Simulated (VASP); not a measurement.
# AlRu (Pm-3m) in VASP: settings compared

Aim: see how the results for AlRu move with the level of theory and the settings. Levels: BLYP+D4, PBE. Tasks: single point, relaxation of cell and atoms.

All numbers are computed with VASP 6.6.1; they aren't measurements. Logs are shortened: lines on timing, memory, paths and dates and some standing lists are left out, and cuts for length are marked.

## 1. The cell of the first run

The structure is cubic, space group Pm-3m (No. 221). The conventional cell has a = 2.983 Å, b = 2.983 Å, c = 2.983 Å, α = 90.00°, β = 90.00°, γ = 90.00°. Within 3.4 Å of Ru (site symmetry m-3m) lie 8 Al at 2.58 Å and 6 Ru at 2.98 Å. Within 3.4 Å of Al (site symmetry m-3m) lie 8 Ru at 2.58 Å and 6 Al at 2.98 Å.

## 2. Single point, BLYP+D4

Contents of INCAR:

```
PREC = Accurate
ENCUT = 520
EDIFF = 1E-7
ISMEAR = -1
SIGMA = 0.05
LREAL = F
LASPH = T
NELM = 60
ALGO = Normal
ISIF = 2
LWAVE = F
LCHARG = T
GGA = B5
ALDAX = 1.0
AGGAX = 1.0
AGGAC = 1.0
ALDAC = 0.0
IVDW = 13
VDW_S6 = 1.0
VDW_S8 = 2.34076671
VDW_A1 = 0.44488865
VDW_A2 = 4.0933009
LELF = T
LVHAR = T
NBANDS = 16
```

Contents of KPOINTS:

```
Automatic mesh
0
Gamma
  9 9 9
```

Contents of POSCAR:

```
AlRu
1.0
    2.9828051775      0.0000000000      0.0000000000
    0.0000000000      2.9828051775      0.0000000000
    0.0000000000      0.0000000000      2.9828051775
Ru Al
1 1
Direct
    0.5000000000      0.5000000000      0.5000000000
    0.0000000000      0.0000000000      0.0000000000
```

Potentials or basis: VASP PAW PBE potentials, release 64 (Ru_pv, Al).

Run with:

```
cat potpaw_PBE.64/Ru_pv/POTCAR potpaw_PBE.64/Al/POTCAR > POTCAR
mpirun -np 1 vasp_std > vasp.out
```

OUTCAR:

```text
PREC = Accurate
   ENCUT = 520
   EDIFF = 1E-7
   ISMEAR = -1
   LREAL = F
   LASPH = T
   NELM = 60
   ISIF = 2
   GGA = B5
   IVDW = 13

 ion  position               nearest neighbor table
   1  0.500  0.500  0.500-   2 2.58   2 2.58   2 2.58   2 2.58   2 2.58   2 2.58   2 2.58   2 2.58

   2  0.000  0.000  0.000-   1 2.58   1 2.58   1 2.58   1 2.58   1 2.58   1 2.58   1 2.58   1 2.58

  LATTYP: Found a simple cubic cell.
 ALAT       =     2.9828051775

  Lattice vectors:

 A1 = (   2.9828051775,   0.0000000000,   0.0000000000)
 A2 = (   0.0000000000,   2.9828051775,   0.0000000000)
 A3 = (   0.0000000000,   0.0000000000,   2.9828051775)

Analysis of symmetry for initial positions (statically):
=====================================================================
 Subroutine PRICEL returns:
 Original cell was already a primitive cell.

 Routine SETGRP: Setting up the symmetry group for a
 simple cubic supercell.

 Subroutine GETGRP returns: Found 48 space group operations
[... 9 lines left out ...]

 Routine SETGRP: Setting up the symmetry group for a
 simple cubic supercell.

 Subroutine GETGRP returns: Found 48 space group operations
[... 11 lines left out ...]
                                     Primitive cell

  volume of cell :      26.5384

  direct lattice vectors                    reciprocal lattice vectors
     2.982805177  0.000000000  0.000000000     0.335254883  0.000000000  0.000000000
     0.000000000  2.982805177  0.000000000     0.000000000  0.335254883  0.000000000
     0.000000000  0.000000000  2.982805177     0.000000000  0.000000000  0.335254883

  length of vectors
     2.982805177  2.982805177  2.982805177     0.335254883  0.335254883  0.335254883

  position of ions in fractional coordinates (direct lattice)
     0.500000000  0.500000000  0.500000000
     0.000000000  0.000000000  0.000000000

  ion indices of the primitive-cell ions
   primitive index   ion index
                 1           1
                 2           2

----------------------------------------------------------------------------------------

 KPOINTS: Automatic mesh

Automatic generation of k-mesh.
 Grid dimensions read from file:
 generate k-points for:    9    9    9

 Generating k-lattice:

  Cartesian coordinates                     Fractional coordinates (reciprocal lattice)
     0.037250543  0.000000000  0.000000000     0.111111111  0.000000000  0.000000000
     0.000000000  0.037250543  0.000000000     0.000000000  0.111111111  0.000000000
     0.000000000  0.000000000  0.037250543     0.000000000  0.000000000  0.111111111

  Length of vectors
     0.037250543  0.037250543  0.037250543

  Shift w.r.t. Gamma in fractional coordinates (k-lattice)
     0.000000000  0.000000000  0.000000000

 Subroutine IBZKPT returns following result:
 ===========================================

 Found     35 irreducible k-points:

 Following reciprocal coordinates:
            Coordinates               Weight
  0.000000  0.000000  0.000000      1.000000
  0.111111  0.000000  0.000000      6.000000
  0.222222  0.000000  0.000000      6.000000
  0.333333  0.000000  0.000000      6.000000
  0.444444  0.000000  0.000000      6.000000
  0.111111  0.111111  0.000000     12.000000
[... 16 lines left out ...]
  0.333333  0.333333  0.111111     24.000000
  0.444444  0.333333  0.111111     48.000000
 [... further k-points ...]
   k-points           NKPTS =     35   k-points in BZ     NKDIM =     35   number of bands    NBANDS=     16
   number of dos      NEDOS =    301   number of ions     NIONS =      2
   total plane-waves  NPLWV =  13824
   dimension x,y,z NGX =    24 NGY =   24 NGZ =   24
   dimension x,y,z NGXF=    48 NGYF=   48 NGZF=   48
   ions per type =               1   1
   NGX,Y,Z   is equivalent  to a cutoff of  13.38, 13.38, 13.38 a.u.
   NGXF,Y,Z  is equivalent  to a cutoff of  26.75, 26.75, 26.75 a.u.
 SYSTEM =  unknown system
   PREC   = accura    normal or accurate (medium, high low for compatibility)
   ISTART =      0    job   : 0-new  1-cont  2-samecut
   ICHARG =      2    charge: 1-file 2-atom 10-const
   ISPIN  =      1    spin polarized calculation?
   LNONCOLLINEAR =      F non collinear calculations
   LSORBIT =      F    spin-orbit coupling
   LASPH  =      T    aspherical Exc in radial PAW
   ENCUT  =  520.0 eV  38.22 Ry    6.18 a.u.   5.55  5.55  5.55*2*pi/ulx,y,z
   NELM   =     60;   NELMIN=  2; NELMDL= -5     # of ELM steps
   EDIFF  = 0.1E-06   stopping-criterion for ELM
   LREAL  =      F    real-space projection
   EDIFFG = 0.1E-05   stopping-criterion for IOM
   NSW    =      0    number of steps for IOM
   IBRION =     -1    ionic relax: 0-MD 1-quasi-New 2-CG
   NFREE  =      0    steps in history (QN), initial steepest desc. (CG)
   ISIF   =      2    stress and relaxation
   ISYM   =      2    0-nonsym 1-usesym 2-fastsym
   POTIM  = 0.5000    time-step for ionic-motion
   TEBEG  =    0.0;   TEEND  =   0.0 temperature during run
   PSTRESS=    0.0 pullay stress
   NELECT =      17.0000    total number of electrons
   NUPDOWN=      -1.0000    fix difference up-down
   EMIN   =  10.00;   EMAX   =-10.00  energy-range for DOS
   EFERMI =   0.00;   METHOD = LEGACY
   ISMEAR =    -1;   SIGMA  =   0.05  broadening in eV -4-tet -1-fermi 0-gaus
   EFERMI_NEDOS =   21; number of points for ismear=-14 and -15
   IALGO  =     38    algorithm
   IMIX   =      4    mixing-type and parameters
     AMIX     =   0.40;   BMIX     =  1.00
     AMIX_MAG =   1.60;   BMIX_MAG =  1.00
  volume/ion in A,a.u.               =      13.27        89.54
  Fermi-wavevector in a.u.,A,eV,Ry     =   1.411236  2.666849 27.097179  1.991586
  Thomas-Fermi vector in A             =   2.533108
   LORBIT       =      0    0 simple, 1 ext, 2 COOP (PROOUT), +10 PAW based schemes
   GGA     = B5    functional components
   LHFCALC =     F    Hartree Fock is set to
   AEXX    =    0.0000 exact exchange contribution
   IVDW    =    13    specifies the selected vdW correction
   LEPSILON=     F    determine dielectric tensor
   LRPA    =     F    only Hartree local field effects (RPA)
 non-spin polarized calculation
  energy-cutoff  :      520.00
  volume of cell :       26.54
 maximum number of plane-waves:       739
 NGX is ok and might be reduce to    24
   NGX = 11   NGY = 11   NGZ = 11

 number of electron      16.9999995 magnetization

 Free energy of the ion-electron system (eV)
  ---------------------------------------------------
  ext. energy  EPLUGINS =         0.00000000
  ---------------------------------------------------
  free energy    TOTEN  =       -11.90988366 eV

  energy without entropy =      -11.89397669  energy(sigma->0) =      -11.90193017

 E-fermi :  11.3060     XC(G=0): -12.0181

 val. band max:       11.2718537789   @ k =   0.4444   0.1111   0.1111
 cond. band min:      11.3188749031   @ k =   0.4444   0.4444   0.1111
 fundamental gap:      0.0470211243
 Fermi energy:        11.3059558190

 k-point     1 :       0.0000    0.0000    0.0000
  band No.  band energies     occupation
      1     -30.2583      2.00000
      2     -30.2583      2.00000
      3     -30.2583      2.00000
      4       1.7457      2.00000
      5       7.8150      2.00000
      6       7.8150      2.00000
[... 8 lines left out ...]
     15      23.1247      0.00000
     16      26.4688      0.00000

 k-point     2 :       0.1111    0.0000    0.0000
  band No.  band energies     occupation
      1     -30.2841      2.00000
      2     -30.2561      2.00000
      3     -30.2561      2.00000
      4       1.9839      2.00000
      5       7.8961      2.00000
      6       7.8963      2.00000
[... 8 lines left out ...]
     15      23.3611      0.00000
     16      27.2456      0.00000

 k-point     3 :       0.2222    0.0000    0.0000
  band No.  band energies     occupation
      1     -30.3492      2.00000
      2     -30.2505      2.00000
      3     -30.2505      2.00000
      4       2.6720      2.00000
      5       7.9703      2.00000
      6       8.1136      2.00000
[... 8 lines left out ...]
     15      24.2033      0.00000
     16      28.4871      0.00000

 k-point     4 :       0.3333    0.0000    0.0000
  band No.  band energies     occupation
      1     -30.4225      2.00000
      2     -30.2442      2.00000
      3     -30.2442      2.00000
      4       3.7357      2.00000
      5       7.5706      2.00000
      6       8.3840      2.00000
[... 8 lines left out ...]
     15      24.6302      0.00000
     16      26.4247      0.00000

 k-point     5 :       0.4444    0.0000    0.0000
  band No.  band energies     occupation
      1     -30.4698      2.00000
      2     -30.2401      2.00000
      3     -30.2401      2.00000
      4       5.0489      2.00000
      5       6.4926      2.00000
      6       8.5769      2.00000
[... 8 lines left out ...]
     15      24.6029      0.00000
     16      24.6029      0.00000

 k-point     6 :       0.1111    0.1111    0.0000
  band No.  band energies     occupation
      1     -30.2829      2.00000
      2     -30.2807      2.00000
      3     -30.2539      2.00000
      4       2.2174      2.00000
      5       7.9668      2.00000
      6       7.9968      2.00000
[... 8 lines left out ...]
     15      23.7597      0.00000
     16      27.8382      0.00000
[... 267 lines left out ...]
 k-point    21 :       0.3333    0.2222    0.1111
  band No.  band energies     occupation
      1     -30.4091      2.00000
      2     -30.3297      2.00000
      3     -30.2611      2.00000
      4       4.5784      2.00000
      5       7.8076      2.00000
      6       8.7457      2.00000
[... 8 lines left out ...]
     15      24.2129      0.00000
     16      26.1538      0.00000

 k-point    22 :       0.4444    0.2222    0.1111
  band No.  band energies     occupation
      1     -30.4554      2.00000
      2     -30.3248      2.00000
      3     -30.2568      2.00000
      4       5.5233      2.00000
      5       7.0111      2.00000
      6       8.8875      2.00000
[... 8 lines left out ...]
     15      23.3336      0.00000
     16      25.3181      0.00000

 k-point    23 :       0.3333    0.3333    0.1111
  band No.  band energies     occupation
      1     -30.4023      2.00000
      2     -30.3987      2.00000
      3     -30.2545      2.00000
      4       5.1491      2.00000
      5       7.7172      2.00000
      6       8.9265      2.00000
[... 8 lines left out ...]
     15      24.9389      0.00000
     16      26.0836      0.00000

 k-point    24 :       0.4444    0.3333    0.1111
  band No.  band energies     occupation
      1     -30.4463      2.00000
      2     -30.3949      2.00000
      3     -30.2502      2.00000
      4       5.5339      2.00000
      5       7.6650      2.00000
      6       8.8729      2.00000
[... 8 lines left out ...]
     15      24.5826      0.00000
     16      25.0708      0.00000

 [... further k-points ...]

------------------------ aborting loop because EDIFF is reached ----------------------------------------

  DFT-D4 for vdW energy calculation

  Edisp (eV):   -1.83335

  FORCE on cell =-STRESS in cart. coord.  units (eV):
  Direction    XX          YY          ZZ          XY          YZ          ZX
  --------------------------------------------------------------------------------------
  -------------------------------------------------------------------------------------
  Total       0.09052     0.09052     0.09052     0.00000     0.00000     0.00000
  in kB       5.46508     5.46508     5.46508     0.00000     0.00000     0.00000
  external pressure =        5.47 kB  Pullay stress =        0.00 kB

 VOLUME and BASIS-vectors are now :
 -----------------------------------------------------------------------------
  energy-cutoff  :      520.00
  volume of cell :       26.54
      direct lattice vectors                 reciprocal lattice vectors
     2.982805177  0.000000000  0.000000000     0.335254883  0.000000000  0.000000000
     0.000000000  2.982805177  0.000000000     0.000000000  0.335254883  0.000000000
     0.000000000  0.000000000  2.982805177     0.000000000  0.000000000  0.335254883

 POSITION                                       TOTAL-FORCE (eV/Angst)
 -----------------------------------------------------------------------------------
      1.49140      1.49140      1.49140         0.000000      0.000000      0.000000
      0.00000      0.00000      0.00000         0.000000      0.000000      0.000000
 -----------------------------------------------------------------------------------
    total drift:                                0.000000     -0.000000     -0.000000

  FREE ENERGIE OF THE ION-ELECTRON SYSTEM (eV)
  ---------------------------------------------------
  free  energy   TOTEN  =       -13.7432310037 eV

  energy  without entropy=      -13.7273240263  energy(sigma->0) =      -13.73527751
```

Run time: 16 s. Hardware: 1 thread of Intel Xeon Platinum 8259CL at 2.50GHz (Skylake/Cascade Lake), shared host; peak memory 0.14 GiB.

Results:

- Free energy: -13.7432 eV
- Pressure: 0.5 GPa
- Dispersion energy per atom: -0.917 eV

Caveat: the PAW data sets were made with another functional, which shifts forces and pressure a little; pairwise dispersion overbinds metals, which lowers pressure and volume.

## 3. Single point, PBE

This run uses another cell than the first one, of 13.39 Å³/atom, 1.009 times its volume.

Contents of INCAR:

```
SYSTEM = AlRu
PREC     = Accurate       ! precision mode
ENCUT    = 520            ! plane-wave cutoff, eV
EDIFF    = 1E-6           ! SCF threshold, eV
ISMEAR   = 0              ! smearing method
SIGMA    = 0.027000000000000003 ! smearing width, eV
LREAL    = .False.        ! projectors in reciprocal space
LASPH    = .True.         ! aspherical terms in the spheres
NELM     = 80             ! most SCF steps
ALGO     = Fast           ! electronic algorithm
ISIF     = 2              ! what is computed and relaxed
LWAVE    = .False.        ! write WAVECAR
LCHARG   = .True.         ! write CHGCAR
GGA      = PE             ! functional
LELF     = .True.         ! ELF
LVHAR    = .True.       
NBANDS   = 16             ! bands
```

Contents of KPOINTS:

```
regular mesh
0
Gamma
  9 9 9
  0 0 0
```

Contents of POSCAR:

```
AlRu
1.0
    2.9916000000      0.0000000000      0.0000000000
    0.0000000000      2.9916000000      0.0000000000
    0.0000000000      0.0000000000      2.9916000000
Ru Al
1 1
Direct
    0.5000000000      0.5000000000      0.5000000000
    0.0000000000      0.0000000000      0.0000000000
```

Potentials or basis: VASP PAW PBE potentials, release 64 (Ru_pv, Al).

Run with:

```
cat potpaw_PBE.64/Ru_pv/POTCAR potpaw_PBE.64/Al/POTCAR > POTCAR
mpirun -np 1 vasp_std > vasp.out
```

Run time: 9.6 s. Hardware: 1 thread of Intel Xeon Platinum 8259CL at 2.50GHz (Skylake/Cascade Lake), shared host; peak memory 0.14 GiB.

Results (log left out):

```yaml
Free_energy: -14.2520 eV
Pressure: 2.3 GPa
```

Levels at points of the mesh, in eV from the Fermi level:
```csv
k point,band 6,band 7,band 8,band 9,band 10,band 11,band 12,band 13
"(0.00, 0.00, 0.00)",-3.47,0.25,0.25,0.25,6.18,6.18,6.18,11.07
```

## 4. Single point, PBE

This run uses another cell than the first one, of 13.39 Å³/atom, 1.009 times its volume.

Contents of INCAR:

```
ALGO     = Fast           # electronic algorithm
EDIFF    = 1E-7           # SCF threshold, eV
ENCUT    = 520            # plane-wave cutoff, eV
GGA      = PE             # functional
ISIF     = 2              # what is computed and relaxed
ISMEAR   = 0              # smearing method
LASPH    = True           # aspherical terms in the spheres
LCHARG   = True           # write CHGCAR
LELF     = True           # ELF
LREAL    = False          # projectors in reciprocal space
LVHAR    = True         
LWAVE    = False          # write WAVECAR
NBANDS   = 16             # bands
NELM     = 100            # most SCF steps
PREC     = Accurate       # precision mode
SIGMA    = 0.028000000000000004 # smearing width, eV
```

Contents of KPOINTS:

```
k-points
0
Gamma
  9 9 9
```

POSCAR is that of step 3.

Run with:

```
cat potpaw_PBE.64/Ru_pv/POTCAR potpaw_PBE.64/Al/POTCAR > POTCAR
mpirun -np 1 vasp_std > vasp.out
```

Wall time 11 s (1 thread of Intel Xeon Platinum 8259CL at 2.50GHz (Skylake/Cascade Lake), shared host); peak memory 0.14 GiB.

The run converged. Its results:

```
Free energy : -14.2520 eV
Pressure    : 2.5 GPa
```

Levels at points of the mesh, in eV from the Fermi level:
```tsv
k point	band 7	band 8	band 9	band 10	band 11	band 12
(0.00, 0.00, 0.00)	0.25	0.25	0.25	6.18	6.18	6.18
```

## 5. Relaxation of cell and atoms, BLYP+D4

This run uses another cell than the first one, of 13.39 Å³/atom, 1.009 times its volume.

Contents of INCAR:

```
SYSTEM = AlRu
PREC     = Accurate       ! precision mode
ENCUT    = 600            ! plane-wave cutoff, eV
EDIFF    = 1E-6           ! SCF threshold, eV
ISMEAR   = -1             ! smearing method
SIGMA    = 0.05           ! smearing width, eV
LREAL    = .FALSE.        ! projectors in reciprocal space
LASPH    = .TRUE.         ! aspherical terms in the spheres
NELM     = 100            ! most SCF steps
ALGO     = Normal         ! electronic algorithm
ISIF     = 3              ! what is computed and relaxed
LWAVE    = .FALSE.        ! write WAVECAR
LCHARG   = .FALSE.        ! write CHGCAR
GGA      = B5             ! functional
ALDAX    = 1.0          
AGGAX    = 1.0          
AGGAC    = 1.0          
ALDAC    = 0.0          
IVDW     = 13             ! dispersion correction
VDW_S6   = 1.0          
VDW_S8   = 2.34076671   
VDW_A1   = 0.44488865   
VDW_A2   = 4.0933009    
IBRION   = 2              ! ionic algorithm
NSW      = 60             ! ionic steps
EDIFFG   = -0.01          ! ionic threshold
```

Contents of KPOINTS:

```
regular mesh
0
G
  9 9 9
  0 0 0
```

POSCAR is that of step 4.

Run with:

```
cat potpaw_PBE.64/Ru_pv/POTCAR potpaw_PBE.64/Al/POTCAR > POTCAR
mpirun -np 1 vasp_std > vasp.out
```

Wall time 33 s (1 thread of Intel Xeon Platinum 8259CL at 2.50GHz (Skylake/Cascade Lake), shared host); peak memory 0.15 GiB.

It converged, with:

| Item | Value |
| --- | --- |
| Free energy | -13.7429 eV |
| Relaxed volume | 13.30 Å³/atom |
| Relaxed cell | a = 2.985 Å, b = 2.985 Å, c = 2.985 Å, α = 90.00°, β = 90.00°, γ = 90.00° |
| Space group after relaxing (to 0.05 Å) | Pm-3m (No. 221) |
| Energy gained by relaxing | 0.3 meV/atom |
| Ionic steps | 3 |
| Pressure after relaxing | 0.0 GPa |
| Dispersion energy per atom | -0.914 eV |

The path:
| step | energy change (eV) | largest force (eV/Å) | pressure (GPa) | volume (Å³) |
| --- | --- | --- | --- | --- |
| 1 | 0.0000 | 0.0000 | -1.27 | 26.77 |
| 2 | 0.0008 | 0.0000 | 1.96 | 26.36 |
| 3 | -0.0007 | 0.0000 | 0.00 | 26.61 |

Final structure:
```yaml
crystal:
  lattice:
    - [2.98539, 0.00000, 0.00000]
    - [0.00000, 2.98539, 0.00000]
    - [0.00000, 0.00000, 2.98539]
  atoms:
    - { symbol: Ru, position: [0.50000, 0.50000, 0.50000] }
    - { symbol: Al, position: [0.00000, 0.00000, 0.00000] }
```

Levels at points of the mesh, in eV from the Fermi level:
| k point | band 5 | band 6 | band 7 | band 8 | band 9 | band 10 | band 11 | band 12 |
| --- | --- | --- | --- | --- | --- | --- | --- | --- |
| (0.00, 0.00, 0.00) | -3.48 | -3.48 | 0.20 | 0.20 | 0.20 | 6.19 | 6.19 | 6.19 |

Caveat: the PAW data sets were made with another functional, which shifts forces and pressure a little; pairwise dispersion overbinds metals, which lowers pressure and volume.

## 6. Overview

```csv
task,level,cell,cutoff (eV),smearing,gap on the mesh (eV),pressure (GPa)
single point,BLYP+D4,"a = 2.983 Å, 2 atoms",520,fermi-dirac 0.05 eV,none,0.5
single point,PBE,"a = 2.992 Å, 2 atoms",520,gaussian 0.027 eV,none,2.3
single point,PBE,"a = 2.992 Å, 2 atoms",520,gaussian 0.028 eV,none,2.5
relaxation of cell and atoms,BLYP+D4,"relaxed from a = 2.992 Å, 2 atoms",600,fermi-dirac 0.05 eV,none,0.0
```

Alike in all rows: potentials or basis VASP PAW PBE potentials, release 64 (Ru_pv, Al); no spin polarisation; k mesh 9 × 9 × 9.

Caveats: the PAW data sets were made with another functional, which shifts forces and pressure a little (some runs); pairwise dispersion overbinds metals, which lowers pressure and volume (some runs).

Total energies depend on the potentials used, so only differences within one code and one set of settings carry meaning.
